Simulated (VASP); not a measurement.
# MgO (Pm-3n) in VASP: vibrations by perturbation theory with LDA

Aim: the vibrations by perturbation theory of MgO with LDA.

Program: VASP 6.6.1. These are calculated values, not measurements. Logs are shortened: lines on timing, memory, paths and dates and some standing lists are left out, and cuts for length are marked.

**1. The cell of the first run**

It takes space group Pm-3n (No. 223, cubic). The conventional cell has a = 5.523 Å, b = 5.523 Å, c = 5.523 Å, α = 90.00°, β = 90.00°, γ = 90.00°. Mg (site symmetry -4m2) has 4 O at 1.95 Å within 2.6 Å. O (site symmetry -4m2) has 4 Mg at 1.95 Å within 2.6 Å.

**2. Vibrations by perturbation theory, LDA**

Contents of INCAR:

```
ALGO = Normal ; EDIFF = 1E-8
ENCUT = 520 ; IBRION = 8
ISIF = 2 ; ISMEAR = 0
LASPH = T ; LCHARG = F
LREAL = F ; LWAVE = F
NELM = 100 ; NSW = 1
PREC = Accurate ; SIGMA = 0.05
```

Contents of KPOINTS:

```
k-points
0
Gamma
  4 4 4
```

Contents of POSCAR:

```
MgO
1.0
    5.5230736673      0.0000000000      0.0000000000
    0.0000000000      5.5230736673      0.0000000000
    0.0000000000      0.0000000000      5.5230736673
Mg O
6 6
Direct
    0.2500000000      0.0000000000      0.5000000000
    0.0000000000      0.5000000000      0.2500000000
    0.5000000000      0.7500000000      0.0000000000
    0.7500000000      0.0000000000      0.5000000000
    0.0000000000      0.5000000000      0.7500000000
    0.5000000000      0.2500000000      0.0000000000
    0.2500000000      0.5000000000      0.0000000000
    0.5000000000      0.0000000000      0.2500000000
    0.0000000000      0.7500000000      0.5000000000
    0.7500000000      0.5000000000      0.0000000000
    0.5000000000      0.0000000000      0.7500000000
    0.0000000000      0.2500000000      0.5000000000
```

Potentials or basis: VASP PAW LDA potentials, release 64 (Mg, O).

Run with:

```
$ cat potpaw_LDA.64/Mg/POTCAR potpaw_LDA.64/O/POTCAR > POTCAR
$ mpirun -np 1 vasp_std > vasp.out
```

OUTCAR:

```text
EDIFF = 1E-8
   ENCUT = 520
   IBRION = 8
   ISIF = 2
   ISMEAR = 0
   LASPH = T
   LREAL = F
   NELM = 100
   NSW = 1
   PREC = Accurate

 ion  position               nearest neighbor table
   1  0.250  0.000  0.500-   8 1.95   9 1.95  11 1.95  12 1.95   4 2.76   4 2.76   2 3.38   5 3.38
                             6 3.38   3 3.38   6 3.38   2 3.38   5 3.38   3 3.38
   2  0.000  0.500  0.250-   7 1.95   9 1.95  10 1.95  12 1.95   5 2.76   5 2.76   4 3.38   1 3.38
                             6 3.38   3 3.38   1 3.38   4 3.38   3 3.38   6 3.38
   3  0.500  0.750  0.000-   7 1.95   8 1.95  10 1.95  11 1.95   6 2.76   6 2.76   4 3.38   5 3.38
                             1 3.38   1 3.38   4 3.38   2 3.38   2 3.38   5 3.38
   4  0.750  0.000  0.500-   8 1.95   9 1.95  11 1.95  12 1.95   1 2.76   1 2.76   3 3.38   5 3.38
                             6 3.38   3 3.38   6 3.38   2 3.38   5 3.38   2 3.38
   5  0.000  0.500  0.750-   7 1.95   9 1.95  10 1.95  12 1.95   2 2.76   2 2.76   3 3.38   4 3.38
                             6 3.38   1 3.38   1 3.38   4 3.38   3 3.38   6 3.38
   6  0.500  0.250  0.000-   7 1.95   8 1.95  10 1.95  11 1.95   3 2.76   3 2.76   1 3.38   4 3.38
                             5 3.38   1 3.38   4 3.38   2 3.38   2 3.38   5 3.38
   7  0.250  0.500  0.000-   2 1.95   3 1.95   5 1.95   6 1.95
   8  0.500  0.000  0.250-   1 1.95   3 1.95   4 1.95   6 1.95
   9  0.000  0.750  0.500-   1 1.95   2 1.95   4 1.95   5 1.95
  10  0.750  0.500  0.000-   2 1.95   3 1.95   5 1.95   6 1.95
[... 630 lines left out ...]
  2Z     0.755901    0.000000    0.088546    0.000000    0.000000  -20.563600    0.000000   -0.755901    0.088546   -0.755901   -0.000000    0.088546    0.000000    0.000000    6.562258    0.000000    0.755901    0.088546   -2.733236    0.000000    3.401286    0.000000    0.000000    0.563702    0.000000    2.733236    3.401286    2.733236    0.000000    3.401286    0.000000    0.000000   -0.521689    0.000000   -2.733236    3.401286
  3X     0.088677   -0.375248    0.000000    1.655776   -0.000000    0.000000  -10.896335   -0.000000    0.000000    0.088677    0.375248    0.000000    1.655776   -0.000000   -0.000000   -1.672622    0.000000    0.000000    3.566889    2.584536    0.000000    1.512970   -0.000000    0.000000   -0.783654   -0.000000    0.000000    3.566889   -2.584536    0.000000    1.512970   -0.000000   -0.000000   -0.296013    0.000000    0.000000
  3Y    -0.755901    0.088546    0.000000   -0.000000    0.088546   -0.755901   -0.000000  -20.563600    0.000000    0.755901    0.088546    0.000000   -0.000000    0.088546    0.755901   -0.000000    6.562258    0.000000    2.733236    3.401286    0.000000   -0.000000    3.401286    2.733236   -0.000000    0.563702    0.000000   -2.733236    3.401286    0.000000   -0.000000    3.401286   -2.733236   -0.000000   -0.521689    0.000000
  3Z    -0.000000    0.000000    1.655776    0.000000   -0.375248    0.088677    0.000000    0.000000  -10.896335    0.000000    0.000000    1.655776    0.000000    0.375248    0.088677    0.000000    0.000000   -1.672622   -0.000000    0.000000    1.512970    0.000000    2.584536    3.566889    0.000000    0.000000   -0.783654    0.000000    0.000000    1.512970    0.000000   -2.584536    3.566889    0.000000   -0.000000   -0.296013
  4X     6.562258    0.000000    0.000000    0.088546    0.000000   -0.755901    0.088546    0.755901    0.000000  -20.563600    0.000000    0.000000    0.088546    0.000000    0.755901    0.088546   -0.755901    0.000000   -0.521689    0.000000    0.000000    3.401286    0.000000    2.733236    3.401286   -2.733236    0.000000    0.563702    0.000000    0.000000    3.401286    0.000000   -2.733236    3.401286    2.733236    0.000000
  4Y     0.000000   -1.672622    0.000000    0.000000    1.655776   -0.000000    0.375248    0.088677    0.000000    0.000000  -10.896335    0.000000    0.000000    1.655776    0.000000   -0.375248    0.088677    0.000000   -0.000000   -0.296013    0.000000    0.000000    1.512970   -0.000000   -2.584536    3.566889    0.000000    0.000000   -0.783654    0.000000    0.000000    1.512970    0.000000    2.584536    3.566889    0.000000
  4Z     0.000000    0.000000   -1.672622   -0.375248    0.000000    0.088677   -0.000000   -0.000000    1.655776   -0.000000    0.000000  -10.896335    0.375248    0.000000    0.088677   -0.000000    0.000000    1.655776    0.000000    0.000000   -0.296013    2.584536    0.000000    3.566889   -0.000000   -0.000000    1.512970   -0.000000    0.000000   -0.783654   -2.584536    0.000000    3.566889   -0.000000    0.000000    1.512970
  5X     0.088677    0.000000   -0.375248   -1.672622    0.000000    0.000000    1.655776    0.000000    0.000000    0.088677    0.000000    0.375248  -10.896335    0.000000    0.000000    1.655776   -0.000000    0.000000    3.566889    0.000000    2.584536   -0.296013    0.000000   -0.000000    1.512970    0.000000    0.000000    3.566889    0.000000   -2.584536   -0.783654    0.000000    0.000000    1.512970   -0.000000    0.000000
  5Y     0.000000    1.655776   -0.000000   -0.000000   -1.672622    0.000000   -0.000000    0.088677    0.375248   -0.000000    1.655776   -0.000000   -0.000000  -10.896335   -0.000000   -0.000000    0.088677   -0.375248    0.000000    1.512970   -0.000000   -0.000000   -0.296013    0.000000   -0.000000    3.566889   -2.584536   -0.000000    1.512970   -0.000000   -0.000000   -0.783654   -0.000000   -0.000000    3.566889    2.584536
  5Z    -0.755901   -0.000000    0.088546    0.000000    0.000000    6.562258    0.000000    0.755901    0.088546    0.755901    0.000000    0.088546    0.000000    0.000000  -20.563600    0.000000   -0.755901    0.088546    2.733236    0.000000    3.401286    0.000000    0.000000   -0.521689    0.000000   -2.733236    3.401286   -2.733236    0.000000    3.401286    0.000000    0.000000    0.563702    0.000000    2.733236    3.401286
  6X     0.088677    0.375248    0.000000    1.655776   -0.000000   -0.000000   -1.672622    0.000000    0.000000    0.088677   -0.375248    0.000000    1.655776   -0.000000    0.000000  -10.896335   -0.000000    0.000000    3.566889   -2.584536    0.000000    1.512970   -0.000000   -0.000000   -0.296013    0.000000    0.000000    3.566889    2.584536    0.000000    1.512970   -0.000000    0.000000   -0.783654   -0.000000    0.000000
  6Y     0.755901    0.088546    0.000000   -0.000000    0.088546    0.755901   -0.000000    6.562258    0.000000   -0.755901    0.088546    0.000000   -0.000000    0.088546   -0.755901   -0.000000  -20.563600    0.000000   -2.733236    3.401286    0.000000   -0.000000    3.401286   -2.733236   -0.000000   -0.521689    0.000000    2.733236    3.401286    0.000000   -0.000000    3.401286    2.733236   -0.000000    0.563702    0.000000
[... 5 lines left out ...]
  8Y    -0.000000    1.512118    0.000000    0.000000   -0.784442   -0.000000    0.000000    3.398877    2.584156    0.000000    1.512118    0.000000    0.000000   -0.301689    0.000000    0.000000    3.398877   -2.584156    0.000000    1.190599    0.000000    0.000000  -10.042289   -0.000000    0.000000    0.071984   -0.421033   -0.000000    1.190599    0.000000    0.000000   -1.218736   -0.000000    0.000000    0.071984    0.421033
  8Z    -2.733901    0.000000    3.564770   -0.000000    0.000000    0.557483   -0.000000    2.733901    3.564770    2.733901    0.000000    3.564770   -0.000000    0.000000   -0.519887   -0.000000   -2.733901    3.564770    0.210216    0.000000    0.071861   -0.000000    0.000000  -20.370473   -0.000000   -0.210216    0.071861   -0.210216    0.000000    0.071861   -0.000000    0.000000    5.786356   -0.000000    0.210216    0.071861
  9X     3.398877    2.584156    0.000000    1.512118    0.000000    0.000000   -0.784442   -0.000000    0.000000    3.398877   -2.584156    0.000000    1.512118    0.000000   -0.000000   -0.301689    0.000000    0.000000    0.071984   -0.421033    0.000000    1.190599    0.000000   -0.000000  -10.042289   -0.000000    0.000000    0.071984    0.421033    0.000000    1.190599    0.000000    0.000000   -1.218736   -0.000000    0.000000
  9Y     2.733901    3.564770   -0.000000    0.000000    3.564770    2.733901    0.000000    0.557483   -0.000000   -2.733901    3.564770   -0.000000    0.000000    3.564770   -2.733901    0.000000   -0.519887   -0.000000   -0.210216    0.071861   -0.000000    0.000000    0.071861   -0.210216    0.000000  -20.370473   -0.000000    0.210216    0.071861   -0.000000    0.000000    0.071861    0.210216    0.000000    5.786356   -0.000000
  9Z    -0.000000    0.000000    1.512118    0.000000    2.584156    3.398877    0.000000    0.000000   -0.784442    0.000000    0.000000    1.512118    0.000000   -2.584156    3.398877    0.000000    0.000000   -0.301689    0.000000    0.000000    1.190599    0.000000   -0.421033    0.071984    0.000000    0.000000  -10.042289   -0.000000    0.000000    1.190599    0.000000    0.421033    0.071984    0.000000    0.000000   -1.218736
 10X    -0.519887   -0.000000   -0.000000    3.564770   -0.000000    2.733901    3.564770   -2.733901    0.000000    0.557483   -0.000000   -0.000000    3.564770   -0.000000   -2.733901    3.564770    2.733901   -0.000000    5.786356   -0.000000   -0.000000    0.071861   -0.000000   -0.210216    0.071861    0.210216   -0.000000  -20.370473   -0.000000   -0.000000    0.071861   -0.000000    0.210216    0.071861   -0.210216   -0.000000
 10Y     0.000000   -0.301689    0.000000    0.000000    1.512118   -0.000000   -2.584156    3.398877    0.000000    0.000000   -0.784442    0.000000    0.000000    1.512118    0.000000    2.584156    3.398877    0.000000    0.000000   -1.218736    0.000000    0.000000    1.190599    0.000000    0.421033    0.071984    0.000000    0.000000  -10.042289    0.000000    0.000000    1.190599   -0.000000   -0.421033    0.071984    0.000000
 10Z     0.000000    0.000000   -0.301689    2.584156    0.000000    3.398877    0.000000   -0.000000    1.512118   -0.000000    0.000000   -0.784442   -2.584156    0.000000    3.398877    0.000000    0.000000    1.512118   -0.000000    0.000000   -1.218736   -0.421033    0.000000    0.071984    0.000000    0.000000    1.190599   -0.000000    0.000000  -10.042289    0.421033    0.000000    0.071984    0.000000   -0.000000    1.190599
 11X     3.398877    0.000000    2.584156   -0.301689    0.000000    0.000000    1.512118    0.000000    0.000000    3.398877    0.000000   -2.584156   -0.784442    0.000000    0.000000    1.512118   -0.000000    0.000000    0.071984    0.000000   -0.421033   -1.218736    0.000000    0.000000    1.190599   -0.000000    0.000000    0.071984    0.000000    0.421033  -10.042289    0.000000    0.000000    1.190599    0.000000    0.000000
 11Y     0.000000    1.512118    0.000000    0.000000   -0.301689    0.000000    0.000000    3.398877   -2.584156   -0.000000    1.512118    0.000000    0.000000   -0.784442   -0.000000    0.000000    3.398877    2.584156   -0.000000    1.190599    0.000000    0.000000   -1.218736   -0.000000    0.000000    0.071984    0.421033    0.000000    1.190599    0.000000    0.000000  -10.042289   -0.000000    0.000000    0.071984   -0.421033
 11Z     2.733901    0.000000    3.564770   -0.000000    0.000000   -0.519887   -0.000000   -2.733901    3.564770   -2.733901    0.000000    3.564770   -0.000000    0.000000    0.557483   -0.000000    2.733901    3.564770   -0.210216    0.000000    0.071861   -0.000000    0.000000    5.786356   -0.000000    0.210216    0.071861    0.210216    0.000000    0.071861   -0.000000    0.000000  -20.370473   -0.000000   -0.210216    0.071861
 12X     3.398877   -2.584156    0.000000    1.512118    0.000000   -0.000000   -0.301689    0.000000    0.000000    3.398877    2.584156    0.000000    1.512118    0.000000    0.000000   -0.784442   -0.000000    0.000000    0.071984    0.421033    0.000000    1.190599    0.000000    0.000000   -1.218736   -0.000000    0.000000    0.071984   -0.421033    0.000000    1.190599    0.000000   -0.000000  -10.042289   -0.000000    0.000000
 12Y    -2.733901    3.564770   -0.000000    0.000000    3.564770   -2.733901    0.000000   -0.519887   -0.000000    2.733901    3.564770   -0.000000    0.000000    3.564770    2.733901    0.000000    0.557483   -0.000000    0.210216    0.071861   -0.000000    0.000000    0.071861    0.210216    0.000000    5.786356   -0.000000   -0.210216    0.071861   -0.000000    0.000000    0.071861   -0.210216    0.000000  -20.370473   -0.000000
 12Z     0.000000    0.000000    1.512118    0.000000   -2.584156    3.398877    0.000000    0.000000   -0.301689   -0.000000    0.000000    1.512118    0.000000    2.584156    3.398877    0.000000    0.000000   -0.784442   -0.000000    0.000000    1.190599    0.000000    0.421033    0.071984    0.000000    0.000000   -1.218736    0.000000    0.000000    1.190599    0.000000   -0.421033    0.071984    0.000000    0.000000  -10.042289

 Eigenvectors and eigenvalues of the dynamical matrix
   1 f  =   21.362953 THz   134.227395 2PiTHz  712.591420 cm-1    88.350036 meV
   2 f  =   21.149613 THz   132.886938 2PiTHz  705.475154 cm-1    87.467732 meV
   3 f  =   21.149613 THz   132.886938 2PiTHz  705.475154 cm-1    87.467732 meV
   4 f  =   17.317534 THz   108.809274 2PiTHz  577.650752 cm-1    71.619533 meV
   5 f  =   17.317534 THz   108.809274 2PiTHz  577.650752 cm-1    71.619533 meV
   6 f  =   17.317534 THz   108.809274 2PiTHz  577.650752 cm-1    71.619533 meV
[... 25 lines left out ...]
  32 f  =    5.578883 THz    35.053157 2PiTHz  186.091514 cm-1    23.072397 meV
  33 f  =    5.578883 THz    35.053157 2PiTHz  186.091514 cm-1    23.072397 meV
  34 f/i=    0.005523 THz     0.034702 2PiTHz    0.184228 cm-1     0.022841 meV
  35 f/i=    0.005523 THz     0.034702 2PiTHz    0.184228 cm-1     0.022841 meV
  36 f/i=    0.005523 THz     0.034702 2PiTHz    0.184228 cm-1     0.022841 meV

 ELASTIC MODULI CONTR FROM IONIC RELAXATION (kBar)
 Direction    XX          YY          ZZ          XY          YZ          ZX
 --------------------------------------------------------------------------------
 XX        -163.3243     81.6622     81.6622      0.0000     -0.0000     -0.0000
 YY          81.6622   -163.3243     81.6622     -0.0000     -0.0000      0.0000
 ZZ          81.6622     81.6622   -163.3243     -0.0000      0.0000     -0.0000
 XY           0.0000     -0.0000     -0.0000   -480.4913     -0.0000     -0.0000
 YZ          -0.0000     -0.0000      0.0000     -0.0000   -480.4913      0.0000
 ZX          -0.0000      0.0000     -0.0000     -0.0000     -0.0000   -480.4913
 --------------------------------------------------------------------------------
```

It took 19 min on 1 thread of Oxide Virtual Turin-like, shared host; peak memory 0.47 GiB.

What came out:

```
Highest phonon frequency at Γ, LO-TO splitting left out : 713 cm⁻¹
```

Phonon frequencies in cm⁻¹ (negative: imaginary):
```csv
q point,frequencies
"(0.000, 0.000, 0.000)",0 0 0 186 186 186 198 198 198 261 261 261 377 377 377 438 443 443 443 456 456 456 517 517 517 524 524 535 535 535 578 578 578 705 705 713
```
